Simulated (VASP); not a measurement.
# Al2Au (I4/mmm) in VASP: a series of runs

Runs on Al2Au. Level: LDA. Tasks: single point.

All numbers are computed with VASP 6.6.1; they aren't measurements. Logs are shortened: lines on timing, memory, paths and dates and some standing lists are left out, and cuts for length are marked.

## Step 1: The cell of the first run

The structure is tetragonal, space group I4/mmm (No. 139). Conventional cell: a = 4.285 Å, b = 4.285 Å, c = 6.000 Å, α = 90.00°, β = 90.00°, γ = 90.00°. Al (site symmetry -4m2) has 4 Au at 2.62 Å and 6 Al at 3.00 to 3.03 Å within 3.5 Å. Within 3.5 Å of Au (site symmetry 4/mmm) lie 8 Al at 2.62 Å.

## Step 2: Single point, LDA (equal xx and yy strain of +1 %)

Contents of INCAR:

```
SYSTEM = Al2Au
PREC = Accurate
ENCUT = 520
EDIFF = 1E-6
ISMEAR = -1
SIGMA = 0.05
LREAL = .FALSE.
LASPH = .TRUE.
NELM = 100
ALGO = Normal
ISIF = 2
LWAVE = .FALSE.
LCHARG = .FALSE.
NBANDS = 16
```

Contents of KPOINTS:

```
Automatic mesh
0
G
  11 11 11
  0 0 0
```

Contents of POSCAR:

```
Al2Au
1.0
    0.0000000000      3.0300000000      3.0000000000
    3.0300000000      0.0000000000      3.0000000000
    3.0300000000      3.0300000000      0.0000000000
Al Au
2 1
Direct
    0.2500000000      0.2500000000      0.2500000000
    0.7500000000      0.7500000000      0.7500000000
    0.0000000000      0.0000000000      0.0000000000
```

Potentials or basis: VASP PAW LDA potentials, release 64 (Al, Au).

Command:

```bash
cat potpaw_LDA.64/Al/POTCAR potpaw_LDA.64/Au/POTCAR > POTCAR
mpirun -np 1 vasp_std > vasp.out
```

OUTCAR:

```text
SYSTEM = Al2Au
   PREC = Accurate
   ENCUT = 520
   EDIFF = 1E-6
   ISMEAR = -1
   LREAL = .FALSE.
   LASPH = .TRUE.
   NELM = 100
   ISIF = 2

 ion  position               nearest neighbor table
   1  0.250  0.250  0.250-   3 2.62   3 2.62   3 2.62   3 2.62   2 3.00   2 3.00   2 3.03   2 3.03
                             2 3.03   2 3.03
   2  0.750  0.750  0.750-   3 2.62   3 2.62   3 2.62   3 2.62   1 3.00   1 3.00   1 3.03   1 3.03
                             1 3.03   1 3.03
   3  0.000  0.000  0.000-   1 2.62   2 2.62   2 2.62   2 2.62   2 2.62   1 2.62   1 2.62   1 2.62

  LATTYP: Found a body centered tetragonal cell.
 ALAT       =     4.2850670940
 C/A-ratio  =     1.4002114479

  Lattice vectors:

 A1 = (   0.0000000000,  -3.0300000000,  -3.0000000000)
 A2 = (   0.0000000000,   3.0300000000,  -3.0000000000)
 A3 = (   3.0300000000,   0.0000000000,   3.0000000000)

Analysis of symmetry for initial positions (statically):
=====================================================================
 Subroutine PRICEL returns:
 Original cell was already a primitive cell.

 Routine SETGRP: Setting up the symmetry group for a
 body centered tetragonal supercell.

 Subroutine GETGRP returns: Found 16 space group operations
 (whereof 16 operations were pure point group operations)
 out of a pool of 16 trial point group operations.

The static configuration has the point symmetry D_4h.

Analysis of symmetry for dynamics (positions and initial velocities):
=====================================================================
 Subroutine PRICEL returns:
 Original cell was already a primitive cell.

 Routine SETGRP: Setting up the symmetry group for a
 body centered tetragonal supercell.

 Subroutine GETGRP returns: Found 16 space group operations
 (whereof 16 operations were pure point group operations)
 out of a pool of 16 trial point group operations.

The dynamic configuration has the point symmetry D_4h.

 Subroutine INISYM returns: Found 16 space group operations
 (whereof 16 operations are pure point group operations),
 and found     1 'primitive' translations

----------------------------------------------------------------------------------------

                                     Primitive cell

  volume of cell :      55.0854

  direct lattice vectors                    reciprocal lattice vectors
     0.000000000  3.030000000  3.000000000    -0.165016502  0.165016502  0.166666667
     3.030000000  0.000000000  3.000000000     0.165016502 -0.165016502  0.166666667
     3.030000000  3.030000000  0.000000000     0.165016502  0.165016502 -0.166666667

  length of vectors
     4.263906659  4.263906659  4.285067094     0.286772853  0.286772853  0.286772853

  position of ions in fractional coordinates (direct lattice)
     0.250000000  0.250000000  0.250000000
     0.750000000  0.750000000  0.750000000
     0.000000000  0.000000000  0.000000000

  ion indices of the primitive-cell ions
   primitive index   ion index
                 1           1
                 2           2
                 3           3

----------------------------------------------------------------------------------------

 KPOINTS: Automatic mesh

Automatic generation of k-mesh.
 Grid dimensions read from file:
 generate k-points for:   11   11   11

 Generating k-lattice:

  Cartesian coordinates                     Fractional coordinates (reciprocal lattice)
    -0.015001500  0.015001500  0.015151515     0.090909091  0.000000000  0.000000000
     0.015001500 -0.015001500  0.015151515     0.000000000  0.090909091  0.000000000
     0.015001500  0.015001500 -0.015151515     0.000000000  0.000000000  0.090909091

  Length of vectors
     0.026070259  0.026070259  0.026070259

  Shift w.r.t. Gamma in fractional coordinates (k-lattice)
     0.000000000  0.000000000  0.000000000

 Subroutine IBZKPT returns following result:
 ===========================================

 Found    126 irreducible k-points:

 Following reciprocal coordinates:
            Coordinates               Weight
  0.000000  0.000000  0.000000      1.000000
  0.090909  0.000000  0.000000      8.000000
  0.181818  0.000000  0.000000      8.000000
  0.272727  0.000000  0.000000      8.000000
  0.363636  0.000000  0.000000      8.000000
  0.454545  0.000000  0.000000      8.000000
[... 16 lines left out ...]
 -0.272727  0.181818  0.000000      8.000000
 -0.181818  0.181818  0.000000      4.000000
 [... further k-points ...]
   k-points           NKPTS =    126   k-points in BZ     NKDIM =    126   number of bands    NBANDS=     16
   number of dos      NEDOS =    301   number of ions     NIONS =      3
   total plane-waves  NPLWV =  32768
   dimension x,y,z NGX =    32 NGY =   32 NGZ =   32
   dimension x,y,z NGXF=    64 NGYF=   64 NGZF=   64
   ions per type =               2   1
   NGX,Y,Z   is equivalent  to a cutoff of  12.48, 12.48, 12.41 a.u.
   NGXF,Y,Z  is equivalent  to a cutoff of  24.95, 24.95, 24.83 a.u.
 SYSTEM =  Al2Au
   PREC   = accura    normal or accurate (medium, high low for compatibility)
   ISTART =      0    job   : 0-new  1-cont  2-samecut
   ICHARG =      2    charge: 1-file 2-atom 10-const
   ISPIN  =      1    spin polarized calculation?
   LNONCOLLINEAR =      F non collinear calculations
   LSORBIT =      F    spin-orbit coupling
   LASPH  =      T    aspherical Exc in radial PAW
   ENCUT  =  520.0 eV  38.22 Ry    6.18 a.u.   7.93  7.93  7.97*2*pi/ulx,y,z
   NELM   =    100;   NELMIN=  2; NELMDL= -5     # of ELM steps
   EDIFF  = 0.1E-05   stopping-criterion for ELM
   LREAL  =      F    real-space projection
   EDIFFG = 0.1E-04   stopping-criterion for IOM
   NSW    =      0    number of steps for IOM
   IBRION =     -1    ionic relax: 0-MD 1-quasi-New 2-CG
   NFREE  =      0    steps in history (QN), initial steepest desc. (CG)
   ISIF   =      2    stress and relaxation
   ISYM   =      2    0-nonsym 1-usesym 2-fastsym
   POTIM  = 0.5000    time-step for ionic-motion
   TEBEG  =    0.0;   TEEND  =   0.0 temperature during run
   PSTRESS=    0.0 pullay stress
   NELECT =      17.0000    total number of electrons
   NUPDOWN=      -1.0000    fix difference up-down
   EMIN   =  10.00;   EMAX   =-10.00  energy-range for DOS
   EFERMI =   0.00;   METHOD = LEGACY
   ISMEAR =    -1;   SIGMA  =   0.05  broadening in eV -4-tet -1-fermi 0-gaus
   EFERMI_NEDOS =   21; number of points for ismear=-14 and -15
   IALGO  =     38    algorithm
   IMIX   =      4    mixing-type and parameters
     AMIX     =   0.40;   BMIX     =  1.00
     AMIX_MAG =   1.60;   BMIX_MAG =  1.00
  volume/ion in A,a.u.               =      18.36       123.91
  Fermi-wavevector in a.u.,A,eV,Ry     =   1.106315  2.090633 16.652631  1.223934
  Thomas-Fermi vector in A             =   2.242815
   LORBIT       =      0    0 simple, 1 ext, 2 COOP (PROOUT), +10 PAW based schemes
   GGA     = CA    functional components
   LHFCALC =     F    Hartree Fock is set to
   AEXX    =    0.0000 exact exchange contribution
   IVDW    =     0    specifies the selected vdW correction
   LEPSILON=     F    determine dielectric tensor
   LRPA    =     F    only Hartree local field effects (RPA)
 non-spin polarized calculation
  energy-cutoff  :      520.00
  volume of cell :       55.09
 maximum number of plane-waves:      1504
   NGX = 15   NGY = 15   NGZ = 15

 number of electron      17.0000002 magnetization

 Free energy of the ion-electron system (eV)
  ---------------------------------------------------
  ext. energy  EPLUGINS =         0.00000000
  ---------------------------------------------------
  free energy    TOTEN  =       -14.25837931 eV

  energy without entropy =      -14.24978871  energy(sigma->0) =      -14.25408401

 E-fermi :   7.4081     XC(G=0): -10.6298

 val. band max:        7.4040273555   @ k =  -0.3636   0.1818   0.0000
 cond. band min:       7.4084279978   @ k =   0.4545   0.0909   0.0000
 fundamental gap:      0.0044006423
 Fermi energy:         7.4080682021

 k-point     1 :       0.0000    0.0000    0.0000
  band No.  band energies     occupation
      1      -3.0338      2.00000
      2       0.8441      2.00000
      3       0.8550      2.00000
      4       0.8550      2.00000
      5       1.7822      2.00000
      6       1.8087      2.00000
[... 8 lines left out ...]
     15      12.9174      0.00000
     16      13.1911      0.00000

 k-point     2 :       0.0909    0.0000    0.0000
  band No.  band energies     occupation
      1      -2.9271      2.00000
      2       0.8145      2.00000
      3       0.8751      2.00000
      4       0.8816      2.00000
      5       1.7770      2.00000
      6       1.8024      2.00000
[... 8 lines left out ...]
     15      12.7013      0.00000
     16      12.9262      0.00000

 k-point     3 :       0.1818    0.0000    0.0000
  band No.  band energies     occupation
      1      -2.6141      2.00000
      2       0.7267      2.00000
      3       0.9431      2.00000
      4       0.9485      2.00000
      5       1.7721      2.00000
      6       1.7940      2.00000
[... 8 lines left out ...]
     15      12.9244      0.00000
     16      13.0561      0.00000

 k-point     4 :       0.2727    0.0000    0.0000
  band No.  band energies     occupation
      1      -2.1232      2.00000
      2       0.6430      2.00000
      3       1.0199      2.00000
      4       1.0218      2.00000
      5       1.7927      2.00000
      6       1.8074      2.00000
[... 8 lines left out ...]
     15      13.9219      0.00000
     16      13.9267      0.00000

 k-point     5 :       0.3636    0.0000    0.0000
  band No.  band energies     occupation
      1      -1.5390      2.00000
      2       0.6568      2.00000
      3       1.0681      2.00000
      4       1.0715      2.00000
      5       1.8472      2.00000
      6       1.8527      2.00000
[... 8 lines left out ...]
     15      15.0536      0.00000
     16      15.0769      0.00000

 k-point     6 :       0.4545    0.0000    0.0000
  band No.  band energies     occupation
      1      -1.0911      2.00000
      2       0.8959      2.00000
      3       1.0847      2.00000
      4       1.0914      2.00000
      5       1.8971      2.00000
      6       1.8987      2.00000
[... 8 lines left out ...]
     15      16.0013      0.00000
     16      16.4554      0.00000

 k-point     7 :       0.0909    0.0909    0.0000
  band No.  band energies     occupation
      1      -2.8896      2.00000
      2       0.7809      2.00000
      3       0.8980      2.00000
      4       0.8980      2.00000
      5       1.7695      2.00000
      6       1.8049      2.00000
[... 8 lines left out ...]
     15      13.0920      0.00000
     16      13.0920      0.00000

 k-point     8 :       0.1818    0.0909    0.0000
  band No.  band energies     occupation
      1      -2.6422      2.00000
      2       0.7010      2.00000
      3       0.9572      2.00000
      4       0.9599      2.00000
      5       1.7322      2.00000
      6       1.8247      2.00000
[... 8 lines left out ...]
     15      13.5087      0.00000
     16      13.5389      0.00000

 k-point     9 :       0.2727    0.0909    0.0000
  band No.  band energies     occupation
      1      -2.2040      2.00000
      2       0.6076      2.00000
      3       1.0364      2.00000
      4       1.0367      2.00000
      5       1.7204      2.00000
      6       1.8514      2.00000
[... 8 lines left out ...]
     15      14.4938      0.00000
     16      14.5090      0.00000
[... 172 lines left out ...]
 k-point    19 :       0.3636    0.1818    0.0000
  band No.  band energies     occupation
      1      -1.5409      2.00000
      2       0.4448      2.00000
      3       1.1598      2.00000
      4       1.1872      2.00000
      5       1.6703      2.00000
      6       1.9380      2.00000
[... 8 lines left out ...]
     15      16.3006      0.00000
     16      16.3472      0.00000

 k-point    20 :       0.4545    0.1818    0.0000
  band No.  band energies     occupation
      1      -0.9632      2.00000
      2       0.4733      2.00000
      3       1.1619      2.00000
      4       1.2295      2.00000
      5       1.8448      2.00000
      6       1.9453      2.00000
[... 8 lines left out ...]
     15      16.7333      0.00000
     16      17.5294      0.00000

 k-point    21 :      -0.4545    0.1818    0.0000
  band No.  band energies     occupation
      1      -0.6554      2.00000
      2       0.6349      2.00000
      3       1.2150      2.00000
      4       1.2443      2.00000
      5       1.8907      2.00000
      6       1.9057      2.00000
[... 8 lines left out ...]
     15      16.0389      0.00000
     16      16.4876      0.00000

 k-point    22 :      -0.3636    0.1818    0.0000
  band No.  band energies     occupation
      1      -0.8482      2.00000
      2       0.5957      2.00000
      3       1.1808      2.00000
      4       1.2364      2.00000
      5       1.7846      2.00000
      6       1.8372      2.00000
[... 8 lines left out ...]
     15      14.8677      0.00000
     16      15.8912      0.00000

 k-point    23 :      -0.2727    0.1818    0.0000
  band No.  band energies     occupation
      1      -1.3866      2.00000
      2       0.5328      2.00000
      3       1.1120      2.00000
      4       1.1885      2.00000
      5       1.6946      2.00000
      6       1.9095      2.00000
[... 8 lines left out ...]
     15      14.5415      0.00000
     16      16.6150      0.00000

 k-point    24 :      -0.1818    0.1818    0.0000
  band No.  band energies     occupation
      1      -1.9510      2.00000
      2       0.5812      2.00000
      3       1.0615      2.00000
      4       1.0937      2.00000
      5       1.6773      2.00000
      6       1.8891      2.00000
[... 8 lines left out ...]
     15      14.4209      0.00000
     16      16.2903      0.00000

 [... further k-points ...]
[... 5 lines left out ...]
  --------------------------------------------------------------------------------------
  -------------------------------------------------------------------------------------
  Total       -1.5709520     -1.5709520     -1.3939216      0.0000000     -0.0000000      0.0000000
  in kB      -45.6916661    -45.6916661    -40.5426764      0.0000000     -0.0000000      0.0000000
  external PRESSURE =     -43.9753362 kB  Pullay stress =       0.0000000 kB

 VOLUME and BASIS-vectors are now :
 -----------------------------------------------------------------------------
  energy-cutoff  :      520.00
  volume of cell :       55.09
      direct lattice vectors                 reciprocal lattice vectors
     0.000000000  3.030000000  3.000000000    -0.165016502  0.165016502  0.166666667
     3.030000000  0.000000000  3.000000000     0.165016502 -0.165016502  0.166666667
     3.030000000  3.030000000  0.000000000     0.165016502  0.165016502 -0.166666667

 POSITION                                       TOTAL-FORCE (eV/Angst)
 -----------------------------------------------------------------------------------
      1.51500      1.51500      1.50000        -0.000000     -0.000000      0.000000
      4.54500      4.54500      4.50000         0.000000      0.000000     -0.000000
      0.00000      0.00000      0.00000        -0.000000     -0.000000      0.000000
 -----------------------------------------------------------------------------------
    total drift:                                0.000000     -0.000000      0.000000

  FREE ENERGIE OF THE ION-ELECTRON SYSTEM (eV)
  ---------------------------------------------------
  free  energy   TOTEN  =       -14.2583793131 eV

  energy  without entropy=      -14.2497887134  energy(sigma->0) =      -14.25408401
```

Wall time 32 s (1 thread of Intel Xeon Platinum 8488C (Sapphire Rapids), shared host); peak memory 0.23 GiB.

Results:

| Quantity | Value |
| --- | --- |
| Free energy | -14.2584 eV |
| Pressure | -4.4 GPa |

Levels at points of the mesh, in eV from the Fermi level:
| k point | band 6 | band 7 | band 8 | band 9 | band 10 | band 11 | band 12 | band 13 |
| --- | --- | --- | --- | --- | --- | --- | --- | --- |
| (0.00, 0.00, 0.00) | -5.60 | 1.93 | 2.88 | 2.88 | 2.95 | 3.70 | 3.83 | 3.83 |

Caveat: the cell differs from its parent crystal (equal xx and yy strain of +1 %); spin-orbit coupling is left out, which moves the levels of the heavy elements.

## Step 3: Single point, LDA (equal xx and yy strain of +2 %)

Contents of INCAR:

```
  ALGO = Normal
  EDIFF = 1E-6
  ENCUT = 520
  ISIF = 2
  ISMEAR = -1
  LASPH = True
  LCHARG = False
  LREAL = False
  LWAVE = False
  NBANDS = 16
  NELM = 80
  PREC = Accurate
  SIGMA = 0.05
```

Contents of KPOINTS:

```
k-points
0
Gamma
  11 11 11
```

Contents of POSCAR:

```
Al2Au
1.0
    0.0000000000      3.0600000000      3.0000000000
    3.0600000000      0.0000000000      3.0000000000
    3.0600000000      3.0600000000      0.0000000000
Al Au
2 1
Direct
    0.2500000000      0.2500000000      0.2500000000
    0.7500000000      0.7500000000      0.7500000000
    0.0000000000      0.0000000000      0.0000000000
```

Potentials or basis: VASP PAW LDA potentials, release 64 (Al, Au).

Command:

```bash
cat potpaw_LDA.64/Al/POTCAR potpaw_LDA.64/Au/POTCAR > POTCAR
mpirun -np 1 vasp_std > vasp.out
```

Wall time 32 s (1 thread of Intel Xeon Platinum 8488C (Sapphire Rapids), shared host); peak memory 0.23 GiB.

It converged, with:

| Quantity | Value |
| --- | --- |
| Free energy | -14.2203 eV |
| Pressure | -6.2 GPa |

Stress tensor (GPa, compression positive):
```
-6.60  0.00  0.00
 0.00 -6.60  0.00
 0.00  0.00 -5.55
```

Levels at points of the mesh, in eV from the Fermi level:
| k point | band 5 | band 6 | band 7 | band 8 | band 9 | band 10 | band 11 | band 12 | band 13 | band 14 |
| --- | --- | --- | --- | --- | --- | --- | --- | --- | --- | --- |
| (0.00, 0.00, 0.00) | -5.55 | -5.50 | 1.80 | 2.85 | 2.85 | 3.00 | 3.53 | 3.79 | 3.79 | 5.37 |

Caveat: the cell differs from its parent crystal (equal xx and yy strain of +2 %); spin-orbit coupling is left out, which moves the levels of the heavy elements.
